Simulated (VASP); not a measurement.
Input of a VASP 6.6.1 run:

File INCAR:

```
SYSTEM = AgCl
ALGO = Normal
EDIFF = 1E-7
ENCUT = 520
GGA = PE
ISIF = 2
ISMEAR = 0
ISPIN = 2
LASPH = .True.
LCHARG = .False.
LMAXMIX = 4
LORBIT = 11
LREAL = .False.
LWAVE = .False.
MAGMOM = 0.5 0.5
NBANDS = 20
NELM = 150
PREC = Accurate
SIGMA = 0.05
```

KPOINTS

```
k-points
0
Gamma
  1 1 14
  0 0 0
```

The input POSCAR:

```
AgCl
1.0
   10.1000000000      0.0000000000      0.0000000000
    0.0000000000      9.3000000000      0.0000000000
    0.0000000000      0.0000000000      4.6294759891
Ag Cl
1 1
Direct
    0.4773228658      0.5000000000      0.0000000000
    0.5226771342      0.5000000000      0.5000000000
```

Potentials or basis: VASP PAW PBE potentials, release 64 (Ag, Cl).

Launch:

```sh
$ cat potpaw_PBE.64/Ag/POTCAR potpaw_PBE.64/Cl/POTCAR > POTCAR
$ mpirun -np 1 vasp_std > vasp.out
```

Question: What does it give for the largest force?

Answer: 0.010 eV/Å.

Question: Estimate the band gap on the k mesh.

Answer: 3.13 eV (least direct gap 3.74 eV).

Question: Predict the net moment.

Answer: 0.00 μB per cell.

Forces in eV/Å, atoms in the order of the input:
```
Ag   0.010  0.000  0.000
Cl  -0.010  0.000  0.000
```
